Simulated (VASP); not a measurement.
Runs of VASP 6.6.1 on BAs. The structure is that of space group P4/mmm (No. 123), or close to it. The cells are those of the table. 

```csv
level,potentials or basis,cell,gap on the mesh (eV),pressure (GPa)
revPBE,"VASP PAW PBE potentials, release 64 (B, As)","a = 3.162, b = 2.623, c = 3.173 Å, 2 atoms",none,0.3
LDA,"VASP PAW LDA potentials, release 64 (B, As)","a = 3.101, b = 2.550, c = 3.115 Å, 2 atoms",none,(a)
BLYP,"VASP PAW PBE potentials, release 64 (B, As)","a = 3.210, b = 2.741, c = 3.211 Å, 2 atoms",none,0.4
PBEsol,"VASP PAW PBE potentials, release 64 (B, As)","a = 3.121, b = 2.567, c = 3.135 Å, 2 atoms",none,0.7
```

Alike in all rows: task single point; no spin polarisation; k mesh 12 × 8 × 6; cutoff (eV) 520; smearing fermi-dirac 0.05 eV.

Task: Fill in the values left out.

Result: (a) 0.8.

Caveats: the PAW data sets were made with another functional, which shifts forces and pressure a little (at least some runs).

A k mesh can miss the band edges, and the runs leave out spin-orbit coupling on As.

A gap of «none» marks levels without a gap at the run's occupations.
